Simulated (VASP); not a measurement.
Crystal: Fe.

```xyz
1
Lattice="-1.4304 1.4304 1.4304 1.4304 -1.4304 1.4304 1.4304 1.4304 -1.4304" Properties=species:S:1:pos:R:3 pbc="T T T"
Fe    0.0000    0.0000    0.0000
```

Base run:

- Program: VASP 6.6.1
- Functional: PBE
- Potentials or basis: VASP PAW PBE potentials, release 64 (Fe)
- Cutoff: 520 eV
- k mesh: 12 × 12 × 12
- Occupations: fermi-dirac, width 0.05 eV
- Spin: collinear spin, ferromagnetic start
- Starting moments: [1.23] μB
- Fixed moment: 1.23 μB
- Hubbard terms: Fe d U = 5.3 eV

Its results: pressure -1.5 GPa; site moments Fe +1.25 μB.

Question: After a change of settings the same cell gave: pressure -4.7 GPa; site moments Fe +1.94 μB. Which change was it?
A. fixed moment from 1.23 μB to none; moments at the start from [1.23] to [4.0]
B. fixed moment from 1.23 μB to 1.84 μB; moments at the start from [1.23] to [1.84]
C. fixed moment from 1.23 μB to none; moments at the start from [1.23] to [0.4]
D. fixed moment from 1.23 μB to 4.9 μB; moments at the start from [1.23] to [4.9]

Answer: B.

Caveats: the total moment is fixed, so each spin has its own Fermi level; the U is typed as a test and isn't derived for this compound.
